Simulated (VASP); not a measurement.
Ni:

```
Ni
1.0
     0.00000    1.75970    1.75970
     1.75970    0.00000    1.75970
     1.75970    1.75970    0.00000
Ni
1
Direct
  0.00000 0.00000 0.00000
```

Base run:

* Program: VASP 6.6.1
* Functional: PBE
* Potentials or basis: VASP PAW PBE potentials, release 64 (Ni)
* Cutoff: 520 eV
* k mesh: 14 × 14 × 14
* Occupations: fermi-dirac, width 0.1 eV
* Spin: collinear spin, ferromagnetic start
* Starting moments: [1.17] μB
* Fixed moment: 1.17 μB

Its results: pressure 5.8 GPa; net moment 1.17 μB per cell; site moments Ni +1.15 μB.

Question: The run is repeated on the same cell with these changes: fixed moment from 1.17 μB to none; moments at the start from [1.17] to [0.2]. What comes out?

Answer: Pressure 0.1 GPa; net moment 0.59 μB per cell; site moments Ni +0.61 μB.

Caveats: the total moment is fixed, so each spin has its own Fermi level (some runs).
